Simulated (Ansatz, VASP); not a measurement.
# KCl in VASP and in Ansatz

Contents of INCAR:

```
SYSTEM = KCl
ALGO = Normal
EDIFF = 1E-7
ENCUT = 520
GGA = PE
ISIF = 2
ISMEAR = 0
LASPH = .TRUE.
LCHARG = .FALSE.
LREAL = .FALSE.
LWAVE = .FALSE.
NBANDS = 15
NELM = 80
PREC = Accurate
SIGMA = 0.02
```

File KPOINTS:

```
k-points
0
G
  6 6 6
  0 0 0
```

File POSCAR:

```
KCl
1.0
    0.0000000000      3.0904831105      3.0904831105
    3.0904831105      0.0000000000      3.0904831105
    3.0904831105      3.0904831105      0.0000000000
K Cl
1 1
Direct
    0.0000000000      0.0000000000      0.0000000000
    0.5000000000      0.5000000000      0.5000000000
```

Input for Ansatz:

```yaml
crystal:
  lattice:
    - [0.0, 3.0904831105, 3.0904831105]
    - [3.0904831105, 0.0, 3.0904831105]
    - [3.0904831105, 3.0904831105, 0.0]
  atoms:
    - { symbol: K, position: [0.0, 0.0, 0.0] }
    - { symbol: Cl, position: [0.5, 0.5, 0.5] }
basis:
  ecutwfc: 420
kpoints:
  mp_grid: { grid: [6, 6, 6] }
hamiltonian:
  xc: pbe
scf:
  occupations: { method: gaussian, width: 0.02 }
output:
  forces: true
  stress: true
  eigenvalues: true
```

Alike in both runs: task single point; functional PBE; k mesh 6 × 6 × 6; occupations gaussian, width 0.02 eV; no spin polarisation.

|  | VASP | Ansatz |
| --- | --- | --- |
| version | VASP 6.6.1 | Ansatz 0.2.0 |
| potentials or method | VASP PAW PBE potentials, release 64 (K_sv, Cl), cutoff 520 eV | scalar-relativistic, plane waves, PAW |
| valence electrons in the cell | 16 | 16 |

|  | VASP | Ansatz | Ansatz less VASP |
| --- | --- | --- | --- |
| gap on the k mesh at the Fermi level (eV) | 5.38 | 5.38 | +0.003 |
| least direct gap on the mesh (eV) | 5.38 | 5.38 | +0.003 |
| pressure (GPa) | 2.0 | 2.0 | -0.04 |
